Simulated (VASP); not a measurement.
# Mn3Cu (Pm-3m) in VASP: further runs

The runs below take Mn3Cu through single point, relaxation of cell and atoms, with PBEsol.

Program: VASP 6.6.1. These are calculated values, not measurements. Logs are shortened: lines on timing, memory, paths and dates and some standing lists are left out, and cuts for length are marked.

### 1 The cell of the first run

It takes space group Pm-3m (No. 221, cubic). The conventional cell has a = 3.482 Å, b = 3.482 Å, c = 3.482 Å, α = 90.00°, β = 90.00°, γ = 90.00°. Within 3.3 Å of Mn (site symmetry 4/mmm) lie 8 Mn at 2.46 Å and 4 Cu at 2.46 Å. Within 3.3 Å of Cu (site symmetry m-3m) lie 12 Mn at 2.46 Å.

### 2 Single point, PBEsol

INCAR

```
SYSTEM = Mn3Cu
  PREC = Accurate
  ENCUT = 520
  EDIFF = 1E-6
  ISMEAR = 0
  SIGMA = 0.1
  LREAL = .FALSE.
  LASPH = .TRUE.
  NELM = 60
  ALGO = Fast
  ISIF = 2
  LWAVE = .FALSE.
  LCHARG = .TRUE.
  GGA = PS
  LELF = .TRUE.
  LVHAR = .TRUE.
  NBANDS = 33
```

KPOINTS

```
regular mesh
0
G
  12 12 12
  0 0 0
```

POSCAR

```
Mn3Cu
1.0
    3.4823879964      0.0000000000      0.0000000000
    0.0000000000      3.4823879964      0.0000000000
    0.0000000000      0.0000000000      3.4823879964
Mn Cu
3 1
Direct
    0.0000000000      0.5000000000      0.5000000000
    0.5000000000      0.0000000000      0.5000000000
    0.5000000000      0.5000000000      0.0000000000
    0.0000000000      0.0000000000      0.0000000000
```

Potentials or basis: VASP PAW PBE potentials, release 64 (Mn_pv, Cu).

Launch:

```sh
$ cat potpaw_PBE.64/Mn_pv/POTCAR potpaw_PBE.64/Cu/POTCAR > POTCAR
$ mpirun -np 1 vasp_std > vasp.out
```

OUTCAR:

```text
SYSTEM = Mn3Cu
   PREC = Accurate
   ENCUT = 520
   EDIFF = 1E-6
   ISMEAR = 0
   LREAL = .FALSE.
   LASPH = .TRUE.
   NELM = 60
   ISIF = 2
   GGA = PS

 ion  position               nearest neighbor table
   1  0.000  0.500  0.500-   2 2.46   3 2.46   4 2.46   3 2.46   4 2.46   2 2.46   4 2.46   4 2.46
                             2 2.46   3 2.46   3 2.46   2 2.46
   2  0.500  0.000  0.500-   1 2.46   3 2.46   4 2.46   3 2.46   4 2.46   1 2.46   3 2.46   3 2.46
                             1 2.46   4 2.46   4 2.46   1 2.46
   3  0.500  0.500  0.000-   1 2.46   2 2.46   4 2.46   1 2.46   2 2.46   2 2.46   4 2.46   2 2.46
                             1 2.46   4 2.46   1 2.46   4 2.46
   4  0.000  0.000  0.000-   1 2.46   2 2.46   3 2.46   1 2.46   2 2.46   1 2.46   3 2.46   1 2.46
                             2 2.46   3 2.46   2 2.46   3 2.46

  LATTYP: Found a simple cubic cell.
 ALAT       =     3.4823879964

  Lattice vectors:

 A1 = (   3.4823879964,   0.0000000000,   0.0000000000)
 A2 = (   0.0000000000,   3.4823879964,   0.0000000000)
 A3 = (   0.0000000000,   0.0000000000,   3.4823879964)

Analysis of symmetry for initial positions (statically):
=====================================================================
 Subroutine PRICEL returns:
 Original cell was already a primitive cell.

 Routine SETGRP: Setting up the symmetry group for a
 simple cubic supercell.

 Subroutine GETGRP returns: Found 48 space group operations
 (whereof 48 operations were pure point group operations)
 out of a pool of 48 trial point group operations.

The static configuration has the point symmetry O_h .

Analysis of symmetry for dynamics (positions and initial velocities):
=====================================================================
 Subroutine PRICEL returns:
 Original cell was already a primitive cell.

 Routine SETGRP: Setting up the symmetry group for a
 simple cubic supercell.

 Subroutine GETGRP returns: Found 48 space group operations
 (whereof 48 operations were pure point group operations)
 out of a pool of 48 trial point group operations.

The dynamic configuration has the point symmetry O_h .

 Subroutine INISYM returns: Found 48 space group operations
 (whereof 48 operations are pure point group operations),
 and found     1 'primitive' translations

----------------------------------------------------------------------------------------

                                     Primitive cell

  volume of cell :      42.2310

  direct lattice vectors                    reciprocal lattice vectors
     3.482387996  0.000000000  0.000000000     0.287159271  0.000000000  0.000000000
     0.000000000  3.482387996  0.000000000     0.000000000  0.287159271  0.000000000
     0.000000000  0.000000000  3.482387996     0.000000000  0.000000000  0.287159271

  length of vectors
     3.482387996  3.482387996  3.482387996     0.287159271  0.287159271  0.287159271

  position of ions in fractional coordinates (direct lattice)
     0.000000000  0.500000000  0.500000000
     0.500000000  0.000000000  0.500000000
     0.500000000  0.500000000  0.000000000
     0.000000000  0.000000000  0.000000000

  ion indices of the primitive-cell ions
   primitive index   ion index
                 1           1
                 2           2
                 3           3
                 4           4

----------------------------------------------------------------------------------------

 KPOINTS: regular mesh

Automatic generation of k-mesh.
 Grid dimensions read from file:
 generate k-points for:   12   12   12

 Generating k-lattice:

  Cartesian coordinates                     Fractional coordinates (reciprocal lattice)
     0.023929939  0.000000000  0.000000000     0.083333333  0.000000000  0.000000000
     0.000000000  0.023929939  0.000000000     0.000000000  0.083333333  0.000000000
     0.000000000  0.000000000  0.023929939     0.000000000  0.000000000  0.083333333

  Length of vectors
     0.023929939  0.023929939  0.023929939

  Shift w.r.t. Gamma in fractional coordinates (k-lattice)
     0.000000000  0.000000000  0.000000000

 Subroutine IBZKPT returns following result:
 ===========================================

 Found     84 irreducible k-points:

 Following reciprocal coordinates:
            Coordinates               Weight
  0.000000  0.000000  0.000000      1.000000
  0.083333  0.000000  0.000000      6.000000
  0.166667  0.000000  0.000000      6.000000
  0.250000  0.000000  0.000000      6.000000
  0.333333  0.000000  0.000000      6.000000
  0.416667  0.000000  0.000000      6.000000
[... 16 lines left out ...]
  0.333333  0.333333  0.000000     12.000000
  0.416667  0.333333  0.000000     24.000000
 [... further k-points ...]
   k-points           NKPTS =     84   k-points in BZ     NKDIM =     84   number of bands    NBANDS=     33
   number of dos      NEDOS =    301   number of ions     NIONS =      4
   total plane-waves  NPLWV =  21952
   dimension x,y,z NGX =    28 NGY =   28 NGZ =   28
   dimension x,y,z NGXF=    56 NGYF=   56 NGZF=   56
   ions per type =               3   1
   NGX,Y,Z   is equivalent  to a cutoff of  13.37, 13.37, 13.37 a.u.
   NGXF,Y,Z  is equivalent  to a cutoff of  26.73, 26.73, 26.73 a.u.
 SYSTEM =  Mn3Cu
   PREC   = accura    normal or accurate (medium, high low for compatibility)
   ISTART =      0    job   : 0-new  1-cont  2-samecut
   ICHARG =      2    charge: 1-file 2-atom 10-const
   ISPIN  =      1    spin polarized calculation?
   LNONCOLLINEAR =      F non collinear calculations
   LSORBIT =      F    spin-orbit coupling
   LASPH  =      T    aspherical Exc in radial PAW
   ENCUT  =  520.0 eV  38.22 Ry    6.18 a.u.   6.47  6.47  6.47*2*pi/ulx,y,z
   NELM   =     60;   NELMIN=  2; NELMDL= -5     # of ELM steps
   EDIFF  = 0.1E-05   stopping-criterion for ELM
   LREAL  =      F    real-space projection
   EDIFFG = 0.1E-04   stopping-criterion for IOM
   NSW    =      0    number of steps for IOM
   IBRION =     -1    ionic relax: 0-MD 1-quasi-New 2-CG
   NFREE  =      0    steps in history (QN), initial steepest desc. (CG)
   ISIF   =      2    stress and relaxation
   ISYM   =      2    0-nonsym 1-usesym 2-fastsym
   POTIM  = 0.5000    time-step for ionic-motion
   TEBEG  =    0.0;   TEEND  =   0.0 temperature during run
   PSTRESS=    0.0 pullay stress
   NELECT =      50.0000    total number of electrons
   NUPDOWN=      -1.0000    fix difference up-down
   EMIN   =  10.00;   EMAX   =-10.00  energy-range for DOS
   EFERMI =   0.00;   METHOD = LEGACY
   ISMEAR =     0;   SIGMA  =   0.10  broadening in eV -4-tet -1-fermi 0-gaus
   EFERMI_NEDOS =   21; number of points for ismear=-14 and -15
   IALGO  =     68    algorithm
   IMIX   =      4    mixing-type and parameters
     AMIX     =   0.40;   BMIX     =  1.00
     AMIX_MAG =   1.60;   BMIX_MAG =  1.00
  volume/ion in A,a.u.               =      10.56        71.25
  Fermi-wavevector in a.u.,A,eV,Ry     =   1.731893  3.272803 40.810031  2.999453
  Thomas-Fermi vector in A             =   2.806173
   LORBIT       =      0    0 simple, 1 ext, 2 COOP (PROOUT), +10 PAW based schemes
   GGA     = PS    functional components
   LHFCALC =     F    Hartree Fock is set to
   AEXX    =    0.0000 exact exchange contribution
   IVDW    =     0    specifies the selected vdW correction
   LEPSILON=     F    determine dielectric tensor
   LRPA    =     F    only Hartree local field effects (RPA)
 non-spin polarized calculation
 RMM-DIIS sequential band-by-band and
 Gauss-broadening in eV      SIGMA  =   0.10
  energy-cutoff  :      520.00
  volume of cell :       42.23
 maximum number of plane-waves:      1157
 NGX is ok and might be reduce to    28
   NGX = 13   NGY = 13   NGZ = 13

 number of electron      50.0000031 magnetization

 Free energy of the ion-electron system (eV)
  ---------------------------------------------------
  ext. energy  EPLUGINS =         0.00000000
  ---------------------------------------------------
  free energy    TOTEN  =       -32.47072650 eV

  energy without entropy =      -32.44011359  energy(sigma->0) =      -32.45542005

 E-fermi :  10.4221     XC(G=0): -14.1289

 val. band max:       10.4077695828   @ k =   0.4167   0.4167   0.1667
 cond. band min:      10.4229305591   @ k =   0.3333   0.1667   0.0833
 fundamental gap:      0.0151609764
 Fermi energy:        10.4221001261

 k-point     1 :       0.0000    0.0000    0.0000
  band No.  band energies     occupation
      1     -37.8775      2.00000
      2     -37.8775      2.00000
      3     -37.8775      2.00000
      4     -37.5436      2.00000
      5     -37.5436      2.00000
      6     -37.5436      2.00000
[... 25 lines left out ...]
     32      13.0595      0.00000
     33      13.0595      0.00000

 k-point     2 :       0.0833    0.0000    0.0000
  band No.  band energies     occupation
      1     -37.8722      2.00000
      2     -37.8722      2.00000
      3     -37.8693      2.00000
      4     -37.5453      2.00000
      5     -37.5453      2.00000
      6     -37.5443      2.00000
[... 25 lines left out ...]
     32      13.6313      0.00000
     33      13.6313      0.00000

 k-point     3 :       0.1667    0.0000    0.0000
  band No.  band energies     occupation
      1     -37.8569      2.00000
      2     -37.8569      2.00000
      3     -37.8453      2.00000
      4     -37.5505      2.00000
      5     -37.5505      2.00000
      6     -37.5462      2.00000
[... 25 lines left out ...]
     32      14.5882      0.00000
     33      14.5882      0.00000

 k-point     4 :       0.2500    0.0000    0.0000
  band No.  band energies     occupation
      1     -37.8340      2.00000
      2     -37.8340      2.00000
      3     -37.8066      2.00000
      4     -37.5597      2.00000
      5     -37.5597      2.00000
      6     -37.5489      2.00000
[... 673 lines left out ...]
     32      15.6402      0.00000
     33      15.9072      0.00000

 k-point    23 :       0.3333    0.3333    0.0000
  band No.  band energies     occupation
      1     -37.8473      2.00000
      2     -37.7377      2.00000
      3     -37.7263      2.00000
      4     -37.6459      2.00000
      5     -37.5798      2.00000
      6     -37.5566      2.00000
[... 25 lines left out ...]
     32      13.7304      0.00000
     33      16.5174      0.00000

 k-point    24 :       0.4167    0.3333    0.0000
  band No.  band energies     occupation
      1     -37.8351      2.00000
      2     -37.7776      2.00000
      3     -37.6955      2.00000
      4     -37.6222      2.00000
      5     -37.5867      2.00000
      6     -37.5780      2.00000
[... 25 lines left out ...]
     32      14.0582      0.00000
     33      15.5285      0.00000

 [... further k-points ...]
[... 5 lines left out ...]
  --------------------------------------------------------------------------------------
  -------------------------------------------------------------------------------------
  Total       -0.1445781     -0.1445781     -0.1445781     -0.0000000      0.0000000      0.0000000
  in kB       -5.4850648     -5.4850648     -5.4850648     -0.0000000      0.0000000      0.0000000
  external PRESSURE =      -5.4850648 kB  Pullay stress =       0.0000000 kB

 VOLUME and BASIS-vectors are now :
 -----------------------------------------------------------------------------
  energy-cutoff  :      520.00
  volume of cell :       42.23
      direct lattice vectors                 reciprocal lattice vectors
     3.482387996  0.000000000  0.000000000     0.287159271  0.000000000  0.000000000
     0.000000000  3.482387996  0.000000000     0.000000000  0.287159271  0.000000000
     0.000000000  0.000000000  3.482387996     0.000000000  0.000000000  0.287159271

 POSITION                                       TOTAL-FORCE (eV/Angst)
 -----------------------------------------------------------------------------------
      0.00000      1.74119      1.74119         0.000000      0.000000      0.000000
      1.74119      0.00000      1.74119         0.000000      0.000000      0.000000
      1.74119      1.74119      0.00000         0.000000      0.000000      0.000000
      0.00000      0.00000      0.00000         0.000000      0.000000      0.000000
 -----------------------------------------------------------------------------------
    total drift:                                0.000000      0.000000      0.000000

  FREE ENERGIE OF THE ION-ELECTRON SYSTEM (eV)
  ---------------------------------------------------
  free  energy   TOTEN  =       -32.4707265037 eV

  energy  without entropy=      -32.4401135915  energy(sigma->0) =      -32.45542005
```

It took 82 s on 1 thread of AMD EPYC 9R45 (Zen 5), shared host; peak memory 0.19 GiB.

What came out:

```yaml
Free_energy: -32.4707 eV
Pressure: -0.5 GPa
Band_gap_on_the_k_mesh: zero (bands 25 and 26 overlap by 1.35 eV)
```

Caveat: the PAW data sets were made with another functional, which shifts forces and pressure a little; the run has no spin polarisation, though such a crystal can be magnetic. Spin polarisation is off, so any magnetic state and its effect on volume and gap are missing.

### 3 Single point, PBEsol

This run uses another cell than the first one, of 9.08 Å³/atom.

INCAR

```
PREC = Accurate
ENCUT = 520
EDIFF = 1E-6
ISMEAR = 0
SIGMA = 0.1
LREAL = F
LASPH = T
NELM = 60
ALGO = Fast
ISIF = 2
LWAVE = F
LCHARG = T
GGA = PS
LELF = T
LVHAR = T
NBANDS = 33
```

KPOINTS

```
regular mesh
0
Gamma
  12 12 12
```

POSCAR

```
Mn3Cu
1.0
    3.3116414332      0.0000000000      0.0000000000
    0.0000000000      3.3116414332      0.0000000000
    0.0000000000      0.0000000000      3.3116414332
Mn Cu
3 1
Direct
    0.0000000000      0.5000000000      0.5000000000
    0.5000000000      0.0000000000      0.5000000000
    0.5000000000      0.5000000000      0.0000000000
    0.0000000000      0.0000000000      0.0000000000
```

Potentials or basis: VASP PAW PBE potentials, release 64 (Mn_pv, Cu).

Launch:

```sh
$ cat potpaw_PBE.64/Mn_pv/POTCAR potpaw_PBE.64/Cu/POTCAR > POTCAR
$ mpirun -np 1 vasp_std > vasp.out
```

It took 71 s on 1 thread of AMD EPYC 9R45 (Zen 5), shared host; peak memory 0.18 GiB.

It converged, with:

| Quantity | Value |
| --- | --- |
| Free energy | -31.5740 eV |
| Pressure | 56.9 GPa |
| Band gap on the k mesh | zero (bands 25 and 26 overlap by 1.72 eV) |

Levels at points of the mesh, in eV from the Fermi level:
```tsv
k point	band 22	band 23	band 24	band 25	band 26	band 27	band 28	band 29
(0.00, 0.00, 0.00)	0.47	0.47	0.47	1.15	1.15	1.93	2.37	2.37
(0.50, 0.00, 0.00)	-1.27	-0.96	-0.93	-0.36	-0.09	-0.09	0.22	0.24
(0.50, 0.50, 0.00)	-2.77	-1.01	-1.01	-0.57	-0.57	-0.53	0.39	0.39
(0.50, 0.50, 0.50)	-0.56	-0.56	-0.56	0.38	0.38	0.38	0.60	0.77
```

Caveat: the cell stands under pressure; the PAW data sets were made with another functional, which shifts forces and pressure a little; the run has no spin polarisation, though such a crystal can be magnetic.

### 4 Single point, PBEsol, collinear spin, ferromagnetic start

INCAR

```
SYSTEM = Mn3Cu
ALGO = Normal
EDIFF = 1E-7
ENCUT = 520
GGA = PS
ISIF = 2
ISMEAR = 0
ISPIN = 2
LASPH = .TRUE.
LCHARG = .FALSE.
LMAXMIX = 4
LORBIT = 11
LREAL = .FALSE.
LWAVE = .FALSE.
MAGMOM = 1.01 1.01 1.01 0
NBANDS = 37
NELM = 150
PREC = Accurate
SIGMA = 0.1
```

KPOINTS

```
k-points
0
G
  6 6 6
  0 0 0
```

POSCAR

```
Mn3Cu
1.0
    3.4817957339      0.0000000000      0.0000000000
    0.0000000000      3.4817957339      0.0000000000
    0.0000000000      0.0000000000      3.4817957339
Mn Cu
3 1
Direct
    0.0000000000      0.5000000000      0.5000000000
    0.5000000000      0.0000000000      0.5000000000
    0.5000000000      0.5000000000      0.0000000000
    0.0000000000      0.0000000000      0.0000000000
```

Launch:

```sh
$ cat potpaw_PBE.64/Mn_pv/POTCAR potpaw_PBE.64/Cu/POTCAR > POTCAR
$ mpirun -np 1 vasp_std > vasp.out
```

Run time: 43 s. Hardware: 1 thread of AMD EPYC 9R45 (Zen 5), shared host; peak memory 0.16 GiB.

Results (log left out):

| Item | Value |
| --- | --- |
| Free energy | -32.4763 eV |
| Pressure | -0.2 GPa |
| Net moment | 0.76 μB per cell |
| Site moments | Mn +0.26; Cu -0.02 μB |
| Valence electrons inside the program's atomic spheres | Mn 11.97; Cu 10.30 |

Levels at points of the mesh, in eV from the Fermi level:
Spin up:
| k point | band 22 | band 23 | band 24 | band 25 | band 26 | band 27 | band 28 | band 29 |
| --- | --- | --- | --- | --- | --- | --- | --- | --- |
| (0.00, 0.00, 0.00) | 0.29 | 0.29 | 0.29 | 0.72 | 0.72 | 1.42 | 1.84 | 1.84 |
| (0.50, 0.00, 0.00) | -1.11 | -0.90 | -0.86 | -0.47 | -0.12 | -0.12 | 0.05 | 0.10 |
| (0.50, 0.50, 0.00) | -2.29 | -0.88 | -0.88 | -0.60 | -0.60 | -0.52 | 0.25 | 0.27 |
| (0.50, 0.50, 0.50) | -0.47 | -0.47 | -0.47 | 0.12 | 0.12 | 0.12 | 0.32 | 0.53 |
Spin down:
| k point | band 23 | band 24 | band 25 | band 26 | band 27 | band 28 |
| --- | --- | --- | --- | --- | --- | --- |
| (0.00, 0.00, 0.00) | 0.46 | 0.46 | 1.18 | 1.18 | 1.74 | 2.03 |
| (0.50, 0.00, 0.00) | -0.67 | -0.63 | -0.06 | 0.06 | 0.06 | 0.26 |
| (0.50, 0.50, 0.00) | -0.74 | -0.74 | -0.24 | -0.21 | -0.21 | 0.45 |
| (0.50, 0.50, 0.50) | -0.45 | -0.45 | 0.40 | 0.50 | 0.50 | 0.50 |

Caveat: the PAW data sets were made with another functional, which shifts forces and pressure a little.

(Continued in part 2 of 2.)
